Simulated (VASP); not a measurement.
BP, 2 atoms in the cell. Symmetry: I-4m2, No. 119, tetragonal system. Conventional cell: a = 3.113 Å, b = 3.113 Å, c = 4.538 Å, α = 90.00°, β = 90.00°, γ = 90.00°. B (site symmetry -4m2) has 4 P at 1.93 Å within 2.6 Å. Within 2.6 Å of P (site symmetry -4m2) lie 4 B at 1.93 Å.  This cell differs from its parent crystal: equal xx and yy strain of -3 %.

```yaml
Program: VASP 6.6.1
Task: single point
Functional: PBE
Potentials_or_basis: VASP PAW PBE potentials, release 64 (B, P)
Cutoff: 520 eV
k_mesh: 15 × 15 × 15
Occupations: fermi-dirac, width 0.05 eV
Spin: no spin polarisation
Dipole_correction: no
Further_INCAR_settings: ALGO = Normal; EDIFF = 1e-07; NBANDS = 11
```

Potentials or basis: VASP PAW PBE potentials, release 64 (B, P).

Launch:

```sh
$ cat potpaw_PBE.64/B/POTCAR potpaw_PBE.64/P/POTCAR > POTCAR
$ mpirun -np 1 vasp_std > vasp.out
```

Hardware: 1 thread of Intel Xeon 6975P-C (shared host).

**Question.** Estimate the wall time of this run.

**Answer.** Run time: 31 s on 1 thread of Intel Xeon 6975P-C, on a shared host, peak memory 0.18 GiB. Counts: scf iterations 14, k points 288.
